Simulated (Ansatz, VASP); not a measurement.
# Two plane-wave programs on WSe2

```
CELL_PARAMETERS angstrom
3.27090 0.00000 0.00000
-1.63545 2.83268 0.00000
0.00000 0.00000 29.18475
ATOMIC_POSITIONS crystal
W 0.66667 0.33333 0.00000
W 0.33333 0.66667 0.77347
W 0.33333 0.66667 0.22653
Se 0.33333 0.66667 0.05942
Se 0.66667 0.33333 0.82994
Se 0.66667 0.33333 0.28295
Se 0.33333 0.66667 0.94058
Se 0.66667 0.33333 0.71705
Se 0.66667 0.33333 0.17006
```

Change from the starting cell: mode 22 (247.1 1/cm) frozen in, largest displacement -0.060 Å.

Alike in both runs: task single point; functional PBEsol; k mesh 12 × 12 × 1; occupations gaussian, width 0.05 eV; no spin polarisation.

|  | VASP | Ansatz |
| --- | --- | --- |
| version | VASP 6.6.1 | Ansatz 0.2.0 |
| potentials or method | VASP PAW PBE potentials, release 64 (W_sv, Se), cutoff 520 eV | scalar-relativistic, plane waves, PAW |
| valence electrons in the cell | 78 | 138 |

```csv
,VASP,Ansatz,Ansatz less VASP
gap on the k mesh at the Fermi level (eV),1.23,1.22,-0.001
least direct gap on the mesh (eV),1.47,1.47,+0.005
rms of the force components (eV/Å),0.328,0.324,-0.0043
```

VASP's potentials were made for PBE, not for PBEsol. Atom by atom the forces differ by 0.029 eV/Å (rms over components). VASP's potentials hold 78 valence electrons a cell and Ansatz's 138, so a difference there can come from the potentials and not from the codes. Ansatz's warnings: xc potential rough in thin density.

Spin-orbit coupling is off throughout.
